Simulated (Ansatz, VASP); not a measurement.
**One calculation of C, two programs**

```
C
1.0
     2.37922   -4.33371    0.00000
     2.37922    4.33371    0.00000
     0.00000    0.00000    2.48566
C
8
Direct
  0.64829 0.98159 0.00000
  0.35171 0.01841 0.00000
  0.01841 0.35171 0.00000
  0.98159 0.64829 0.00000
  0.40455 0.22608 0.50000
  0.59545 0.77392 0.50000
  0.77392 0.59545 0.50000
  0.22608 0.40455 0.50000
```

Change from the starting cell: strain +0.1312 x Voigt [1, 0, 0, 0, 0, 0], atoms carried along.

Alike in both runs: task single point; functional LDA; k mesh 6 × 6 × 10; occupations gaussian, width 0.05 eV; no spin polarisation.

|  | VASP | Ansatz |
| --- | --- | --- |
| version | VASP 6.6.1 | Ansatz 0.2.0 |
| potentials or method | VASP PAW LDA potentials, release 64 (C), cutoff 520 eV | scalar-relativistic, plane waves, PAW |
| valence electrons in the cell | 32 | 32 |

Ansatz gave:

| Item | Value |
| --- | --- |
| gap on the k mesh at the Fermi level (eV) | 1.78 |
| least direct gap on the mesh (eV) | 2.41 |
| pressure (GPa) | -36.9 |
| traceless stress, the component that is largest in VASP (GPa) | -62.09 |
| rms of the force components (eV/Å) | 0.540 |

Q: What did VASP give for the same quantities?

A: gap on the k mesh at the Fermi level (eV): 1.78; least direct gap on the mesh (eV): 2.41; pressure (GPa): -35.8; traceless stress, the component that is largest in VASP (GPa): -62.31; rms of the force components (eV/Å): 0.527.

LDA's correlation is that of Perdew and Zunger in VASP and of Perdew and Wang (1992) in Ansatz. Atom by atom the forces differ by 0.016 eV/Å (rms over components). Both programs put the cell under strong tension, so it lies far from rest at this level.

Noted on VASP's run: the cell as given lies far from equilibrium.
